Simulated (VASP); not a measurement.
# Ag16CO in VASP: single point with PBE+D3(BJ)

Aim: the single point of Ag16CO with PBE+D3(BJ).

All numbers are computed with VASP 6.6.1; they aren't measurements. Logs are shortened: lines on timing, memory, paths and dates and some standing lists are left out, and cuts for length are marked.

## Step 1: The cell of the first run

The cell holds a slab with vacuum, 18 atoms: a = 5.761 Å, b = 5.761 Å, c = 27.205 Å, α = 90.00°, β = 90.00°, γ = 120.00°.

## Step 2: Single point, PBE+D3(BJ)

INCAR reads:

```
SYSTEM = Ag16CO
ALGO = Normal
DIPOL = 0.5 0.5 0.467
EDIFF = 1E-6
ENCUT = 520
GGA = PE
IDIPOL = 3
ISIF = 2
ISMEAR = 0
IVDW = 12
LASPH = .TRUE.
LCHARG = .TRUE.
LDIPOL = .TRUE.
LELF = .TRUE.
LREAL = Auto
LVACPOTAV = .TRUE.
LVHAR = .TRUE.
LWAVE = .FALSE.
NBANDS = 108
NELM = 100
PREC = Accurate
SIGMA = 0.1
```

KPOINTS reads:

```
k-points
0
G
  6 6 1
  0 0 0
```

POSCAR reads:

```
Ag16CO
1.0
    5.7606259191      0.0000000000      0.0000000000
   -2.8803129595      4.9888483876      0.0000000000
    0.0000000000      0.0000000000     27.2052970504
Ag C O
16 1 1
Direct
    0.3333333333      0.1666666667      0.3124391542
    0.3333333333      0.6666666667      0.3124391542
    0.8333333333      0.1666666667      0.3124391542
    0.8333333333      0.6666666667      0.3124391542
    0.6666666667      0.3333333333      0.3988842931
    0.6666666667      0.8333333333      0.3988842931
    0.1666666667      0.3333333333      0.3988842931
    0.1666666667      0.8333333333      0.3988842931
    0.0027818497      0.5013909249      0.4845695822
    0.0000000000      0.0000000000      0.4839862720
    0.4986090751      0.5013909249      0.4845695822
    0.4986090751     -0.0027818497      0.4845695822
    0.3333333333      0.6666666667      0.5731271792
    0.3329176762      0.1664588381      0.5697441742
    0.8335411619      0.6670823238      0.5697441742
    0.8335411619      0.1664588381      0.5697441742
    0.3333333333      0.6666666667      0.6517326117
    0.3333333333      0.6666666667      0.6937580490
```

Potentials or basis: VASP PAW PBE potentials, release 64 (Ag, C, O).

Started as:

```sh
> cat potpaw_PBE.64/Ag/POTCAR potpaw_PBE.64/C/POTCAR potpaw_PBE.64/O/POTCAR > POTCAR
> mpirun -np 1 vasp_std > vasp.out
```

OUTCAR:

```text
SYSTEM = Ag16CO
   EDIFF = 1E-6
   ENCUT = 520
   GGA = PE
   ISIF = 2
   ISMEAR = 0
   IVDW = 12
   LASPH = .TRUE.
   LREAL = Auto
   NELM = 100
   PREC = Accurate
 IVDW          = 12

 ion  position               nearest neighbor table
   1  0.333  0.167  0.312-   7 2.88   8 2.88   5 2.88   2 2.88   2 2.88   4 2.88   4 2.88   3 2.88
                             3 2.88
   2  0.333  0.667  0.312-   8 2.88   7 2.88   6 2.88   1 2.88   1 2.88   3 2.88   3 2.88   4 2.88
                             4 2.88
   3  0.833  0.167  0.312-   5 2.88   6 2.88   7 2.88   4 2.88   4 2.88   2 2.88   2 2.88   1 2.88
                             1 2.88
   4  0.833  0.667  0.312-   6 2.88   5 2.88   8 2.88   3 2.88   3 2.88   1 2.88   1 2.88   2 2.88
                             2 2.88
   5  0.667  0.333  0.399-  12 2.87   9 2.87  11 2.87   3 2.88   4 2.88   1 2.88   6 2.88   6 2.88
                             8 2.88   8 2.88   7 2.88   7 2.88
   6  0.667  0.833  0.399-  10 2.85  11 2.86  12 2.86   4 2.88   3 2.88   2 2.88   5 2.88   5 2.88
                             7 2.88   7 2.88   8 2.88   8 2.88
   7  0.167  0.333  0.399-  10 2.85  11 2.86   9 2.86   1 2.88   2 2.88   3 2.88   8 2.88   8 2.88
                             6 2.88   6 2.88   5 2.88   5 2.88
   8  0.167  0.833  0.399-  10 2.85   9 2.86  12 2.86   2 2.88   1 2.88   4 2.88   7 2.88   7 2.88
                             5 2.88   5 2.88   6 2.88   6 2.88
   9  0.003  0.501  0.485-  12 2.86  11 2.86  15 2.86  16 2.86   8 2.86   7 2.86   5 2.87  10 2.88
                            10 2.88  12 2.90  11 2.90  13 2.92
  10  0.000  0.000  0.484-   7 2.85   6 2.85   8 2.85  15 2.86  16 2.86  14 2.86   9 2.88  12 2.88
                            11 2.88  11 2.88   9 2.88  12 2.88
  11  0.499  0.501  0.485-  12 2.86   9 2.86  14 2.86  15 2.86   6 2.86   7 2.86   5 2.87  10 2.88
                            10 2.88  12 2.90   9 2.90  13 2.92
  12  0.499  0.997  0.485-  11 2.86   9 2.86  14 2.86  16 2.86   8 2.86   6 2.86   5 2.87  10 2.88
                            10 2.88  11 2.90   9 2.90  13 2.92
  13  0.333  0.667  0.573-  17 2.14  14 2.88  15 2.88  16 2.88  16 2.88  14 2.88  15 2.88  12 2.92
                            11 2.92   9 2.92
  14  0.333  0.166  0.570-  12 2.86  11 2.86  10 2.86  15 2.88  16 2.88  13 2.88  13 2.88  15 2.88
                            16 2.88
  15  0.834  0.667  0.570-   9 2.86  11 2.86  10 2.86  16 2.88  14 2.88  13 2.88  13 2.88  16 2.88
                            14 2.88
  16  0.834  0.166  0.570-   9 2.86  12 2.86  10 2.86  15 2.88  14 2.88  13 2.88  13 2.88  15 2.88
                            14 2.88
  17  0.333  0.667  0.652-  18 1.14  13 2.14
  18  0.333  0.667  0.694-  17 1.14

  LATTYP: Found a hexagonal cell.
 ALAT       =     5.7606259191
 C/A-ratio  =     4.7226286575

  Lattice vectors:

 A1 = (   5.7606259191,   0.0000000000,   0.0000000000)
 A2 = (  -2.8803129595,   4.9888483876,   0.0000000000)
 A3 = (   0.0000000000,   0.0000000000,  27.2052970504)

Analysis of symmetry for initial positions (statically):
=====================================================================
 Subroutine PRICEL returns:
 Original cell was already a primitive cell.

 Routine SETGRP: Setting up the symmetry group for a
 hexagonal supercell.

 Subroutine GETGRP returns: Found  6 space group operations
 (whereof  6 operations were pure point group operations)
 out of a pool of 24 trial point group operations.

The static configuration has the point symmetry C_3v.

Analysis of symmetry for dynamics (positions and initial velocities):
=====================================================================
 Subroutine PRICEL returns:
 Original cell was already a primitive cell.

 Routine SETGRP: Setting up the symmetry group for a
 hexagonal supercell.

 Subroutine GETGRP returns: Found  6 space group operations
 (whereof  6 operations were pure point group operations)
 out of a pool of 24 trial point group operations.

The dynamic configuration has the point symmetry C_3v.

 Subroutine INISYM returns: Found  6 space group operations
 (whereof  6 operations are pure point group operations),
 and found     1 'primitive' translations

----------------------------------------------------------------------------------------

                                     Primitive cell

  volume of cell :     781.8500

  direct lattice vectors                    reciprocal lattice vectors
     5.760625919  0.000000000  0.000000000     0.173592247  0.100223531  0.000000000
    -2.880312959  4.988848388  0.000000000     0.000000000  0.200447062  0.000000000
[... 59 lines left out ...]
     0.000000000  0.000000000  0.036757548     0.000000000  0.000000000  1.000000000

  Length of vectors
     0.033407844  0.033407844  0.036757548

  Shift w.r.t. Gamma in fractional coordinates (k-lattice)
     0.000000000  0.000000000  0.000000000

 Subroutine IBZKPT returns following result:
 ===========================================

 Found      7 irreducible k-points:

 Following reciprocal coordinates:
            Coordinates               Weight
  0.000000  0.000000  0.000000      1.000000
  0.166667  0.000000  0.000000      6.000000
  0.333333 -0.000000  0.000000      6.000000
  0.500000 -0.000000  0.000000      3.000000
  0.166667  0.166667  0.000000      6.000000
  0.333333  0.166667  0.000000     12.000000
  0.333333  0.333333  0.000000      2.000000
   k-points           NKPTS =      7   k-points in BZ     NKDIM =      7   number of bands    NBANDS=    108
   number of dos      NEDOS =    301   number of ions     NIONS =     18
   total plane-waves  NPLWV = 483840
   dimension x,y,z NGX =    48 NGY =   48 NGZ =  210
   dimension x,y,z NGXF=    96 NGYF=   96 NGZF=  420
   ions per type =              16   1   1
   NGX,Y,Z   is equivalent  to a cutoff of  13.85, 13.85, 12.83 a.u.
   NGXF,Y,Z  is equivalent  to a cutoff of  27.70, 27.70, 25.67 a.u.
 SYSTEM =  Ag16CO
   PREC   = accura    normal or accurate (medium, high low for compatibility)
   ISTART =      0    job   : 0-new  1-cont  2-samecut
   ICHARG =      2    charge: 1-file 2-atom 10-const
   ISPIN  =      1    spin polarized calculation?
   LNONCOLLINEAR =      F non collinear calculations
   LSORBIT =      F    spin-orbit coupling
   LASPH  =      T    aspherical Exc in radial PAW
   ENCUT  =  520.0 eV  38.22 Ry    6.18 a.u.  10.71 10.71 50.58*2*pi/ulx,y,z
   NELM   =    100;   NELMIN=  2; NELMDL= -5     # of ELM steps
   EDIFF  = 0.1E-05   stopping-criterion for ELM
   LREAL  =      T    real-space projection
   EDIFFG = 0.1E-04   stopping-criterion for IOM
   NSW    =      0    number of steps for IOM
   IBRION =     -1    ionic relax: 0-MD 1-quasi-New 2-CG
   NFREE  =      0    steps in history (QN), initial steepest desc. (CG)
   ISIF   =      2    stress and relaxation
   ISYM   =      2    0-nonsym 1-usesym 2-fastsym
   POTIM  = 0.5000    time-step for ionic-motion
   TEBEG  =    0.0;   TEEND  =   0.0 temperature during run
   PSTRESS=    0.0 pullay stress
   NELECT =     186.0000    total number of electrons
   NUPDOWN=      -1.0000    fix difference up-down
   EMIN   =  10.00;   EMAX   =-10.00  energy-range for DOS
   EFERMI =   0.00;   METHOD = LEGACY
   ISMEAR =     0;   SIGMA  =   0.10  broadening in eV -4-tet -1-fermi 0-gaus
   EFERMI_NEDOS =   21; number of points for ismear=-14 and -15
   IALGO  =     38    algorithm
   IMIX   =      4    mixing-type and parameters
     AMIX     =   0.40;   BMIX     =  1.00
     AMIX_MAG =   1.60;   BMIX_MAG =  1.00
  volume/ion in A,a.u.               =      43.44       293.12
  Fermi-wavevector in a.u.,A,eV,Ry     =   1.014389  1.916918 14.000200  1.028986
  Thomas-Fermi vector in A             =   2.147614
   LORBIT       =      0    0 simple, 1 ext, 2 COOP (PROOUT), +10 PAW based schemes
   GGA     = PE    functional components
   LHFCALC =     F    Hartree Fock is set to
   AEXX    =    0.0000 exact exchange contribution
   IVDW    =    12    specifies the selected vdW correction
   LEPSILON=     F    determine dielectric tensor
   LRPA    =     F    only Hartree local field effects (RPA)
 non-spin polarized calculation
 Gauss-broadening in eV      SIGMA  =   0.10
  energy-cutoff  :      520.00
  volume of cell :      781.85
 maximum number of plane-waves:     21101
 NGX is ok and might be reduce to    48
   NGX = 21   NGY = 21   NGZ =101

 dipolmoment           0.000000      0.000000      0.043081 electrons x Angstroem

 number of electron     185.9999968 magnetization

 dipolmoment           0.000000      0.000000     -0.047257 electrons x Angstroem

 Free energy of the ion-electron system (eV)
  ---------------------------------------------------
  ext. energy  EPLUGINS =         0.00000000
  ---------------------------------------------------
  free energy    TOTEN  =       -55.62376830 eV

  energy without entropy =      -55.61766908  energy(sigma->0) =      -55.62071869

 E-fermi :   0.4257     XC(G=0):  -5.1889

 val. band max:        0.3273652087   @ k =   0.0000   0.0000   0.0000
 cond. band min:       0.4526908162   @ k =   0.0000   0.0000   0.0000
 fundamental gap:      0.1253256075
 Fermi energy:         0.4257288395

 k-point     1 :       0.0000    0.0000    0.0000
  band No.  band energies     occupation
      1     -24.8693      2.00000
      2      -9.8882      2.00000
      3      -7.4278      2.00000
      4      -7.4278      2.00000
      5      -7.3359      2.00000
      6      -6.9608      2.00000
[... 745 lines left out ...]
    104       4.1131      0.00000
    105       4.6990      0.00000
 [bands above 105 left out]

------------------------ aborting loop because EDIFF is reached ----------------------------------------

 Edisp (eV)   -7.50893

 E8    (eV) :    -3.3682

  FORCE on cell =-STRESS in cart. coord.  units (eV):
  Direction    XX          YY          ZZ          XY          YZ          ZX
  --------------------------------------------------------------------------------------
  -------------------------------------------------------------------------------------
  Total      -1.52474    -1.52474     1.07429    -0.00000     0.00000     0.00000
  in kB      -3.12451    -3.12451     2.20145    -0.00000     0.00000     0.00000
  external pressure =       -1.35 kB  Pullay stress =        0.00 kB

 VOLUME and BASIS-vectors are now :
 -----------------------------------------------------------------------------
  energy-cutoff  :      520.00
  volume of cell :      781.85
      direct lattice vectors                 reciprocal lattice vectors
     5.760625919  0.000000000  0.000000000     0.173592247  0.100223531  0.000000000
    -2.880312959  4.988848388  0.000000000     0.000000000  0.200447062  0.000000000
     0.000000000  0.000000000 27.205297050     0.000000000  0.000000000  0.036757548

 POSITION                                       TOTAL-FORCE (eV/Angst)
 -----------------------------------------------------------------------------------
      1.44016      0.83147      8.50000        -0.014859     -0.008579     -0.050329
     -0.00000      3.32590      8.50000         0.000000      0.000000     -0.026235
      4.32047      0.83147      8.50000         0.014859     -0.008579     -0.050329
      2.88031      3.32590      8.50000         0.000000      0.017158     -0.050329
      2.88031      1.66295     10.85177         0.000000      0.000000      0.154179
      1.44016      4.15737     10.85177         0.008182      0.004724      0.019814
[... 10 lines left out ...]
     -0.00000      3.32590     17.73058         0.000000      0.000000     -0.915526
     -0.00000      3.32590     18.87389         0.000000      0.000000      0.904479
 -----------------------------------------------------------------------------------
    total drift:                                0.000001     -0.000000     -0.008838

  FREE ENERGIE OF THE ION-ELECTRON SYSTEM (eV)
  ---------------------------------------------------
  free  energy   TOTEN  =       -63.1326953853 eV

  energy  without entropy=      -63.1265961649  energy(sigma->0) =      -63.12964578

 vacuum level on the upper side and lower side of the slab         4.579         4.877
```

Wall time 25 min (1 thread of Intel Xeon 6975P-C (Granite Rapids), shared host); peak memory 1.1 GiB.

Results:

| Property | Result |
| --- | --- |
| Free energy | -63.1327 eV |
| Largest force | 0.916 eV/Å |
| Band gap on the k mesh | zero (bands 93 and 94 overlap by 1.01 eV) |
| Dispersion energy per atom | -0.417 eV |

Forces on the atoms (eV/Å):
```
Ag  -0.015 -0.009 -0.050
Ag   0.000  0.000 -0.026
Ag   0.015 -0.009 -0.050
Ag   0.000  0.017 -0.050
Ag   0.000  0.000  0.154
Ag   0.008  0.005  0.020
Ag   0.000 -0.009  0.020
Ag  -0.008  0.005  0.020
Ag   0.003  0.002  0.001
Ag   0.000  0.000 -0.005
Ag  -0.003  0.002  0.001
Ag   0.000 -0.003  0.001
Ag   0.000  0.000  0.002
Ag   0.002  0.001 -0.008
Ag   0.000 -0.002 -0.008
Ag  -0.002  0.001 -0.008
C    0.000  0.000 -0.916
O    0.000  0.000  0.904
```

Levels at points of the mesh, in eV from the Fermi level:
| k point | band 89 | band 90 | band 91 | band 92 | band 93 | band 94 | band 95 | band 96 | band 97 | band 98 |
| --- | --- | --- | --- | --- | --- | --- | --- | --- | --- | --- |
| (0.00, 0.00, 0.00) | -0.62 | -0.10 | -0.10 | 0.03 | 0.56 | 0.56 | 0.71 | 0.86 | 1.12 | 1.12 |
| (0.50, 0.00, 0.00) | -2.73 | -1.54 | -1.09 | -0.40 | -0.37 | 0.22 | 0.40 | 0.55 | 1.25 | 1.32 |

The gap in the log of VASP goes by the Fermi energy; the results here count the filled bands.